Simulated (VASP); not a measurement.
# Ca (P6_3/mmc) in VASP: a series of runs

The runs below take Ca through single point, with PBEsol.

All numbers are computed with VASP 6.6.1; they aren't measurements. Logs are shortened: lines on timing, memory, paths and dates and some standing lists are left out, and cuts for length are marked.

**1. The cell of the first run**

The structure is hexagonal, space group P6_3/mmc (No. 194). The conventional cell has a = 3.814 Å, b = 3.814 Å, c = 6.248 Å, α = 90.00°, β = 90.00°, γ = 120.00°. Within 5.0 Å of Ca (site symmetry -6m2) lie 12 Ca at 3.81 to 3.82 Å.

This isn't the form of Ca at room conditions, which is fcc.

**2. Single point, PBEsol**

INCAR reads:

```
SYSTEM = Ca
ALGO     = Normal         ! electronic algorithm
EDIFF    = 1E-6           ! SCF threshold, eV
ENCUT    = 520            ! plane-wave cutoff, eV
GGA      = PS             ! functional
ISIF     = 2              ! what is computed and relaxed
ISMEAR   = 1              ! smearing method
LASPH    = .TRUE.         ! aspherical terms in the spheres
LCHARG   = .TRUE.         ! write CHGCAR
LELF     = .TRUE.         ! ELF
LREAL    = .FALSE.        ! projectors in reciprocal space
LVHAR    = .TRUE.       
LWAVE    = .FALSE.        ! write WAVECAR
NBANDS   = 17             ! bands
NELM     = 60             ! most SCF steps
PREC     = Accurate       ! precision mode
SIGMA    = 0.1            ! smearing width, eV
```

KPOINTS reads:

```
k-points
0
G
  8 8 5
  0 0 0
```

POSCAR reads:

```
Ca
1.0
    3.8139702062      0.0000000000      0.0000000000
   -1.9069851031      3.3029949853      0.0000000000
    0.0000000000      0.0000000000      6.2480114936
Ca
2
Direct
    0.3333333333      0.6666666667      0.2500000000
    0.6666666667      0.3333333333      0.7500000000
```

Potentials or basis: VASP PAW PBE potentials, release 64 (Ca_sv).

Launch:

```bash
$ cat potpaw_PBE.64/Ca_sv/POTCAR > POTCAR
$ mpirun -np 1 vasp_std > vasp.out
```

OUTCAR:

```text
SYSTEM = Ca
   EDIFF = 1E-6
   ENCUT = 520
   GGA = PS
   ISIF = 2
   ISMEAR = 1
   LASPH = .TRUE.
   LREAL = .FALSE.
   NELM = 60
   PREC = Accurate

 ion  position               nearest neighbor table
   1  0.333  0.667  0.250-
   2  0.667  0.333  0.750-

  LATTYP: Found a hexagonal cell.
 ALAT       =     3.8139702062
 C/A-ratio  =     1.6381909548

  Lattice vectors:

 A1 = (   3.8139702062,   0.0000000000,   0.0000000000)
 A2 = (  -1.9069851031,   3.3029949853,   0.0000000000)
 A3 = (   0.0000000000,   0.0000000000,   6.2480114936)

Analysis of symmetry for initial positions (statically):
=====================================================================
 Subroutine PRICEL returns:
 Original cell was already a primitive cell.

 Routine SETGRP: Setting up the symmetry group for a
 hexagonal supercell.

 Subroutine GETGRP returns: Found 24 space group operations
 (whereof 12 operations were pure point group operations)
 out of a pool of 24 trial point group operations.

The static configuration has the point symmetry D_3d.
 The point group associated with its full space group is D_6h.

Analysis of symmetry for dynamics (positions and initial velocities):
=====================================================================
 Subroutine PRICEL returns:
 Original cell was already a primitive cell.

 Routine SETGRP: Setting up the symmetry group for a
 hexagonal supercell.

 Subroutine GETGRP returns: Found 24 space group operations
 (whereof 12 operations were pure point group operations)
 out of a pool of 24 trial point group operations.

The dynamic configuration has the point symmetry D_3d.
 The point group associated with its full space group is D_6h.

 Subroutine INISYM returns: Found 24 space group operations
 (whereof 12 operations are pure point group operations),
 and found     1 'primitive' translations

----------------------------------------------------------------------------------------

                                     Primitive cell

  volume of cell :      78.7095

  direct lattice vectors                    reciprocal lattice vectors
     3.813970206  0.000000000  0.000000000     0.262193973  0.151377765  0.000000000
    -1.906985103  3.302994985  0.000000000     0.000000000  0.302755531  0.000000000
     0.000000000  0.000000000  6.248011494     0.000000000  0.000000000  0.160050922

  length of vectors
     3.813970206  3.813970117  6.248011494     0.302755524  0.302755531  0.160050922

  position of ions in fractional coordinates (direct lattice)
     0.333333333  0.666666667  0.250000000
     0.666666667  0.333333333  0.750000000

  ion indices of the primitive-cell ions
   primitive index   ion index
                 1           1
                 2           2

----------------------------------------------------------------------------------------

 KPOINTS: k-points

Automatic generation of k-mesh.
 Grid dimensions read from file:
 generate k-points for:    8    8    5

 Generating k-lattice:

  Cartesian coordinates                     Fractional coordinates (reciprocal lattice)
     0.032774247  0.018922221  0.000000000     0.125000000  0.000000000  0.000000000
     0.000000000  0.037844441  0.000000000     0.000000000  0.125000000  0.000000000
     0.000000000  0.000000000  0.032010184     0.000000000  0.000000000  0.200000000

  Length of vectors
     0.037844440  0.037844441  0.032010184

  Shift w.r.t. Gamma in fractional coordinates (k-lattice)
     0.000000000  0.000000000  0.000000000

 Subroutine IBZKPT returns following result:
 ===========================================

 Found     30 irreducible k-points:

 Following reciprocal coordinates:
            Coordinates               Weight
  0.000000  0.000000  0.000000      1.000000
  0.125000 -0.000000  0.000000      6.000000
  0.250000 -0.000000  0.000000      6.000000
  0.375000  0.000000  0.000000      6.000000
  0.500000 -0.000000  0.000000      3.000000
  0.125000  0.125000  0.000000      6.000000
[... 16 lines left out ...]
  0.250000 -0.000000  0.400000     12.000000
  0.375000  0.000000  0.400000     12.000000
 [... further k-points ...]
   k-points           NKPTS =     30   k-points in BZ     NKDIM =     30   number of bands    NBANDS=     17
   number of dos      NEDOS =    301   number of ions     NIONS =      2
   total plane-waves  NPLWV =  37632
   dimension x,y,z NGX =    28 NGY =   28 NGZ =   48
   dimension x,y,z NGXF=    56 NGYF=   56 NGZF=   96
   ions per type =               2
   NGX,Y,Z   is equivalent  to a cutoff of  12.20, 12.20, 12.77 a.u.
   NGXF,Y,Z  is equivalent  to a cutoff of  24.41, 24.41, 25.54 a.u.
 SYSTEM =  Ca
   PREC   = accura    normal or accurate (medium, high low for compatibility)
   ISTART =      0    job   : 0-new  1-cont  2-samecut
   ICHARG =      2    charge: 1-file 2-atom 10-const
   ISPIN  =      1    spin polarized calculation?
   LNONCOLLINEAR =      F non collinear calculations
   LSORBIT =      F    spin-orbit coupling
   LASPH  =      T    aspherical Exc in radial PAW
   ENCUT  =  520.0 eV  38.22 Ry    6.18 a.u.   7.09  7.09 11.62*2*pi/ulx,y,z
   NELM   =     60;   NELMIN=  2; NELMDL= -5     # of ELM steps
   EDIFF  = 0.1E-05   stopping-criterion for ELM
   LREAL  =      F    real-space projection
   EDIFFG = 0.1E-04   stopping-criterion for IOM
   NSW    =      0    number of steps for IOM
   IBRION =     -1    ionic relax: 0-MD 1-quasi-New 2-CG
   NFREE  =      0    steps in history (QN), initial steepest desc. (CG)
   ISIF   =      2    stress and relaxation
   ISYM   =      2    0-nonsym 1-usesym 2-fastsym
   POTIM  = 0.5000    time-step for ionic-motion
   TEBEG  =    0.0;   TEEND  =   0.0 temperature during run
   PSTRESS=    0.0 pullay stress
   NELECT =      20.0000    total number of electrons
   NUPDOWN=      -1.0000    fix difference up-down
   EMIN   =  10.00;   EMAX   =-10.00  energy-range for DOS
   EFERMI =   0.00;   METHOD = LEGACY
   ISMEAR =     1;   SIGMA  =   0.10  broadening in eV -4-tet -1-fermi 0-gaus
   EFERMI_NEDOS =   21; number of points for ismear=-14 and -15
   IALGO  =     38    algorithm
   IMIX   =      4    mixing-type and parameters
     AMIX     =   0.40;   BMIX     =  1.00
     AMIX_MAG =   1.60;   BMIX_MAG =  1.00
  volume/ion in A,a.u.               =      39.35       265.58
  Fermi-wavevector in a.u.,A,eV,Ry     =   1.036913  1.959482 14.628840  1.075189
  Thomas-Fermi vector in A             =   2.171327
   LORBIT       =      0    0 simple, 1 ext, 2 COOP (PROOUT), +10 PAW based schemes
   GGA     = PS    functional components
   LHFCALC =     F    Hartree Fock is set to
   AEXX    =    0.0000 exact exchange contribution
   IVDW    =     0    specifies the selected vdW correction
   LEPSILON=     F    determine dielectric tensor
   LRPA    =     F    only Hartree local field effects (RPA)
 non-spin polarized calculation
 Methfessel and Paxton  Order N= 1 SIGMA  =   0.10
  energy-cutoff  :      520.00
  volume of cell :       78.71
 maximum number of plane-waves:      2136
   NGX = 15   NGY = 15   NGZ = 23

 number of electron      20.0000003 magnetization

 Free energy of the ion-electron system (eV)
  ---------------------------------------------------
  ext. energy  EPLUGINS =         0.00000000
  ---------------------------------------------------
  free energy    TOTEN  =        -4.26060924 eV

  energy without entropy =       -4.26254954  energy(sigma->0) =       -4.26125601

 E-fermi :   2.2347     XC(G=0):  -8.0356

 val. band max:        2.2297802217   @ k =   0.2500   0.1250   0.0000
 cond. band min:       2.2641150321   @ k =   0.3750   0.0000   0.0000
 fundamental gap:      0.0343348105
 Fermi energy:         2.2346891221

 k-point     1 :       0.0000    0.0000    0.0000
  band No.  band energies     occupation
      1     -39.5064      2.00000
      2     -39.4873      2.00000
      3     -20.6591      2.00000
      4     -20.5165      2.00000
      5     -20.5165      2.00000
      6     -20.4921      2.00000
[... 9 lines left out ...]
     16       4.9058      0.00000
     17       5.3421      0.00000

 k-point     2 :       0.1250   -0.0000    0.0000
  band No.  band energies     occupation
      1     -39.5038      2.00000
      2     -39.4860      2.00000
      3     -20.6501      2.00000
      4     -20.5369      2.00000
      5     -20.5229      2.00000
      6     -20.5132      2.00000
[... 9 lines left out ...]
     16       5.0560      0.00000
     17       5.0975      0.00000

 k-point     3 :       0.2500   -0.0000    0.0000
  band No.  band energies     occupation
      1     -39.4974      2.00000
      2     -39.4832      2.00000
      3     -20.6261      2.00000
      4     -20.5867      2.00000
      5     -20.5628      2.00000
      6     -20.5377      2.00000
[... 9 lines left out ...]
     16       5.2648      0.00000
     17       5.3018      0.00000

 k-point     4 :       0.3750    0.0000    0.0000
  band No.  band energies     occupation
      1     -39.4904      2.00000
      2     -39.4811      2.00000
      3     -20.6371      2.00000
      4     -20.6106      2.00000
      5     -20.5960      2.00000
      6     -20.5521      2.00000
[... 9 lines left out ...]
     16       5.8628      0.00000
     17       6.0808      0.00000
[... 343 lines left out ...]
      1     -39.4977      2.00000
      2     -39.4922      2.00000
      3     -20.5977      2.00000
      4     -20.5521      2.00000
      5     -20.5236      2.00000
      6     -20.5135      2.00000
[... 9 lines left out ...]
     16       4.7726      0.00000
     17       5.8385      0.00000

 k-point    23 :       0.2500   -0.0000    0.4000
  band No.  band energies     occupation
      1     -39.4925      2.00000
      2     -39.4881      2.00000
      3     -20.6127      2.00000
      4     -20.5928      2.00000
      5     -20.5453      2.00000
      6     -20.5262      2.00000
[... 9 lines left out ...]
     16       5.1264      0.00000
     17       5.8629      0.00000

 k-point    24 :       0.3750    0.0000    0.4000
  band No.  band energies     occupation
      1     -39.4872      2.00000
      2     -39.4843      2.00000
      3     -20.6497      2.00000
      4     -20.6388      2.00000
      5     -20.5435      2.00000
      6     -20.5388      2.00000
[... 9 lines left out ...]
     16       5.4386      0.00000
     17       6.1050      0.00000

 [... further k-points ...]

------------------------ aborting loop because EDIFF is reached ----------------------------------------

  FORCE on cell =-STRESS in cart. coord.  units (eV):
  Direction    XX          YY          ZZ          XY          YZ          ZX
  --------------------------------------------------------------------------------------
  -------------------------------------------------------------------------------------
  Total        0.2463704      0.2463704      0.5635993      0.0000000      0.0000000     -0.0000000
  in kB        5.0150131      5.0150128     11.4723934      0.0000000      0.0000000     -0.0000000
  external PRESSURE =       7.1674731 kB  Pullay stress =       0.0000000 kB

 VOLUME and BASIS-vectors are now :
 -----------------------------------------------------------------------------
  energy-cutoff  :      520.00
  volume of cell :       78.71
      direct lattice vectors                 reciprocal lattice vectors
     3.813970206  0.000000000  0.000000000     0.262193973  0.151377765  0.000000000
    -1.906985103  3.302994985  0.000000000     0.000000000  0.302755531  0.000000000
     0.000000000  0.000000000  6.248011494     0.000000000  0.000000000  0.160050922

 POSITION                                       TOTAL-FORCE (eV/Angst)
 -----------------------------------------------------------------------------------
     -0.00000      2.20200      1.56200        -0.000000      0.000000      0.000000
      1.90699      1.10100      4.68601         0.000000     -0.000000     -0.000000
 -----------------------------------------------------------------------------------
    total drift:                               -0.000000      0.000000      0.000000

  FREE ENERGIE OF THE ION-ELECTRON SYSTEM (eV)
  ---------------------------------------------------
  free  energy   TOTEN  =        -4.2606092374 eV

  energy  without entropy=       -4.2625495429  energy(sigma->0) =       -4.26125601
```

Wall time 33 s (1 thread of Intel Xeon Platinum 8488C (Sapphire Rapids), shared host); peak memory 0.19 GiB.

Results:

- Free energy: -4.2606 eV
- Pressure: 0.7 GPa
- Band gap on the k mesh: zero (bands 10 and 11 overlap by 0.39 eV)

Stress tensor (GPa, compression positive):
```
0.50 0.00 0.00
0.00 0.50 0.00
0.00 0.00 1.15
```

Caveat: the PAW data sets were made with another functional, which shifts forces and pressure a little.

**3. Single point, PBEsol**

This run uses another cell than the first one, of 41.14 Å³/atom.

INCAR reads:

```
PREC = Accurate
ENCUT = 520
EDIFF = 1E-6
ISMEAR = 1
SIGMA = 0.1
LREAL = False
LASPH = True
NELM = 100
ALGO = Normal
ISIF = 2
LWAVE = False
LCHARG = False
GGA = PS
NBANDS = 17
```

KPOINTS reads:

```
regular mesh
0
Gamma
  8 8 5
```

POSCAR reads:

```
Ca
1.0
    3.8709035284      0.0000000000      0.0000000000
   -1.9354517642      3.3523006870      0.0000000000
    0.0000000000      0.0000000000      6.3412791469
Ca
2
Direct
    0.3333333333      0.6666666667      0.2500000000
    0.6666666667      0.3333333333      0.7500000000
```

Potentials or basis: VASP PAW PBE potentials, release 64 (Ca_sv).

Launch:

```bash
$ cat potpaw_PBE.64/Ca_sv/POTCAR > POTCAR
$ mpirun -np 1 vasp_std > vasp.out
```

OUTCAR:

```text
PREC = Accurate
   ENCUT = 520
   EDIFF = 1E-6
   ISMEAR = 1
   LREAL = False
   LASPH = True
   NELM = 100
   ISIF = 2
   GGA = PS

 ion  position               nearest neighbor table
   1  0.333  0.667  0.250-
   2  0.667  0.333  0.750-

  LATTYP: Found a hexagonal cell.
 ALAT       =     3.8709035284
 C/A-ratio  =     1.6381909547

  Lattice vectors:

 A1 = (   3.8709035284,   0.0000000000,   0.0000000000)
[... 666 lines left out ...]

 [... further k-points ...]

------------------------ aborting loop because EDIFF is reached ----------------------------------------

  FORCE on cell =-STRESS in cart. coord.  units (eV):
  Direction    XX          YY          ZZ          XY          YZ          ZX
  --------------------------------------------------------------------------------------
  -------------------------------------------------------------------------------------
  Total       -0.1551778     -0.1551778      0.0969515      0.0000000      0.0000000      0.0000000
  in kB       -3.0213991     -3.0213989      1.8876989      0.0000000      0.0000000      0.0000000
  external PRESSURE =      -1.3850330 kB  Pullay stress =       0.0000000 kB

 VOLUME and BASIS-vectors are now :
 -----------------------------------------------------------------------------
  energy-cutoff  :      520.00
  volume of cell :       82.29
      direct lattice vectors                 reciprocal lattice vectors
     3.870903528  0.000000000  0.000000000     0.258337619  0.149151298  0.000000000
    -1.935451764  3.352300687  0.000000000     0.000000000  0.298302597  0.000000000
     0.000000000  0.000000000  6.341279147     0.000000000  0.000000000  0.157696890

 POSITION                                       TOTAL-FORCE (eV/Angst)
 -----------------------------------------------------------------------------------
     -0.00000      2.23487      1.58532        -0.000000      0.000000      0.000000
      1.93545      1.11743      4.75596         0.000000     -0.000000      0.000000
 -----------------------------------------------------------------------------------
    total drift:                                0.000000     -0.000000      0.000000

  FREE ENERGIE OF THE ION-ELECTRON SYSTEM (eV)
  ---------------------------------------------------
  free  energy   TOTEN  =        -4.2675846320 eV

  energy  without entropy=       -4.2693327641  energy(sigma->0) =       -4.26816734
```

OSZICAR:

```text
N       E                     dE             d eps       ncg     rms          rms(c)
DAV:   1     0.170592960330E+03    0.17059E+03   -0.10113E+04  1020   0.107E+03
DAV:   2     0.503146844654E+01   -0.16556E+03   -0.16344E+03  1141   0.314E+02
DAV:   3    -0.398477098794E+01   -0.90162E+01   -0.89610E+01  1998   0.540E+01
DAV:   4    -0.427299576388E+01   -0.28822E+00   -0.28814E+00  1218   0.104E+01
DAV:   5    -0.428824222755E+01   -0.15246E-01   -0.15244E-01  1762   0.152E+00    0.314E+00
DAV:   6    -0.427431697606E+01    0.13925E-01   -0.17302E-02  1215   0.133E+00    0.189E+00
DAV:   7    -0.426782929930E+01    0.64877E-02   -0.28783E-02  1236   0.184E+00    0.110E-01
DAV:   8    -0.426755548938E+01    0.27381E-03   -0.22958E-03  1596   0.345E-01    0.271E-02
DAV:   9    -0.426758352240E+01   -0.28033E-04   -0.22718E-04  1544   0.785E-02    0.904E-03
DAV:  10    -0.426758636108E+01   -0.28387E-05   -0.12621E-05  1325   0.326E-02    0.837E-03
DAV:  11    -0.426758453824E+01    0.18228E-05   -0.11412E-06  1152   0.119E-02    0.264E-03
DAV:  12    -0.426758463203E+01   -0.93796E-07   -0.88448E-08   953   0.280E-03
   1 F= -.42675846E+01 E0= -.42681673E+01  d E =0.174813E-02
```

Run time: 35 s. Hardware: 1 thread of Intel Xeon Platinum 8488C (Sapphire Rapids), shared host; peak memory 0.2 GiB.

Results:

```
Free energy            : -4.2676 eV
Pressure               : -0.1 GPa
Band gap on the k mesh : zero (bands 10 and 11 overlap by 0.45 eV)
```

Levels at points of the mesh, in eV from the Fermi level:
```tsv
k point	band 6	band 7	band 8	band 9	band 10	band 11	band 12	band 13	band 14	band 15
(0.00, 0.00, 0.00)	-22.84	-22.84	-22.83	-4.15	-1.11	-0.22	2.26	2.27	2.27	2.59
(0.50, 0.00, 0.00)	-22.90	-22.87	-22.87	-1.17	-0.73	0.16	0.32	1.36	1.91	2.19
```

Caveat: the PAW data sets were made with another functional, which shifts forces and pressure a little.

**4. Single point, PBEsol**

This run uses another cell than the first one, of 42.93 Å³/atom.

INCAR reads:

```
SYSTEM = Ca
  PREC = Accurate
  ENCUT = 520
  EDIFF = 1E-6
  ISMEAR = 1
  SIGMA = 0.1
  LREAL = .False.
  LASPH = .True.
  NELM = 100
  ALGO = Normal
  ISIF = 2
  LWAVE = .False.
  LCHARG = .True.
  GGA = PS
  LELF = .True.
  LVHAR = .True.
  NBANDS = 17
```

KPOINTS reads:

```
Automatic mesh
0
Gamma
  8 8 5
  0 0 0
```

POSCAR reads:

```
Ca
1.0
    3.9262096223      0.0000000000      0.0000000000
   -1.9631048112      3.4001971679      0.0000000000
    0.0000000000      0.0000000000      6.4318810899
Ca
2
Direct
    0.3333333333      0.6666666667      0.2500000000
    0.6666666667      0.3333333333      0.7500000000
```

Launch:

```bash
$ cat potpaw_PBE.64/Ca_sv/POTCAR > POTCAR
$ mpirun -np 1 vasp_std > vasp.out
```

Wall time 33 s (1 thread of Intel Xeon Platinum 8488C (Sapphire Rapids), shared host); peak memory 0.2 GiB.

Results (log left out):

```yaml
Free_energy: -4.2571 eV
Pressure: -0.8 GPa
Band_gap_on_the_k_mesh: zero (bands 10 and 11 overlap by 0.49 eV)
```

Stress tensor (GPa, compression positive):
```
-0.96  0.00  0.00
 0.00 -0.96  0.00
 0.00  0.00 -0.61
```

Levels at points of the mesh, in eV from the Fermi level:
```
           k point  band 8  band 9  band 10  band 11  band 12  band 13
(0.00, 0.00, 0.00)  -22.94   -4.08    -1.09    -0.25     2.20     2.21
(0.50, 0.00, 0.00)  -22.97   -1.17    -0.74     0.18     0.33     1.31
```

Caveat: the PAW data sets were made with another functional, which shifts forces and pressure a little.

**5. The runs side by side**

| cell | gap on the mesh (eV) | pressure (GPa) |
| --- | --- | --- |
| a = 3.814, b = 3.814, c = 6.248 Å, angles 90.0, 90.0, 120.0°, 2 atoms | none | 0.7 |
| a = 3.871, b = 3.871, c = 6.341 Å, angles 90.0, 90.0, 120.0°, 2 atoms | none | -0.1 |
| a = 3.926, b = 3.926, c = 6.432 Å, angles 90.0, 90.0, 120.0°, 2 atoms | none | -0.8 |

Alike in all rows: task single point; level PBEsol; potentials or basis VASP PAW PBE potentials, release 64 (Ca_sv); no spin polarisation; k mesh 8 × 8 × 5; cutoff (eV) 520; smearing methfessel-paxton 0.1 eV.

Caveats: the PAW data sets were made with another functional, which shifts forces and pressure a little.

Absolute energies hang on the potentials; compare differences alone.

The gap in the log of VASP goes by the Fermi energy; the results here count the filled bands.